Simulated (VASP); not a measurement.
A run of VASP 6.6.1:

File INCAR:

```
SYSTEM = Mo
AGGAC    = 1.0          
AGGAX    = 1.0          
ALDAC    = 0.0          
ALDAX    = 1.0          
ALGO     = Normal         ! electronic algorithm
EDIFF    = 1E-6           ! SCF threshold, eV
ENCUT    = 520            ! plane-wave cutoff, eV
GGA      = B5             ! functional
GGA_COMPAT= .FALSE.      
ISIF     = 2              ! what is computed and relaxed
ISMEAR   = 0              ! smearing method
IVDW     = 13             ! dispersion correction
LASPH    = .TRUE.         ! aspherical terms in the spheres
LCHARG   = .TRUE.         ! write CHGCAR
LMAXMIX  = 4              ! l up to which the mixer works
LORBIT   = 11             ! projections on sites
LORBMOM  = .TRUE.       
LREAL    = .FALSE.        ! projectors in reciprocal space
LSORBIT  = .TRUE.         ! spin-orbit coupling
LVHAR    = .TRUE.       
LWAVE    = .FALSE.        ! write WAVECAR
MAGMOM   = 0 0 0          ! initial moments
NBANDS   = 25             ! bands
NELM     = 150            ! most SCF steps
PREC     = Accurate       ! precision mode
SIGMA    = 0.15           ! smearing width, eV
VDW_A1   = 0.44488865   
VDW_A2   = 4.0933009    
VDW_S6   = 1.0          
VDW_S8   = 2.34076671
```

Contents of KPOINTS:

```
k-points
0
G
  8 8 8
  0 0 0
```

POSCAR

```
Mo
1.0
    0.0000000000      2.0545198372      2.0545198372
    2.0545198372      0.0000000000      2.0545198372
    2.0545198372      2.0545198372      0.0000000000
Mo
1
Direct
    0.0000000000      0.0000000000      0.0000000000
```

Potentials or basis: VASP PAW PBE potentials, release 64 (Mo_sv).

Launch:

```console
$ cat potpaw_PBE.64/Mo_sv/POTCAR > POTCAR
$ mpirun -np 1 vasp_ncl > vasp.out
```

Hardware: 1 thread of Intel(R) Xeon(R) 6975P-C (Granite Rapids) (shared host).

**Question.** How long does it take, and how much memory?

**Answer.** Run time: 19 s on 1 thread of Intel(R) Xeon(R) 6975P-C (Granite Rapids), on a shared host, peak memory 0.19 GiB. Counts: scf iterations 12, k points 29.
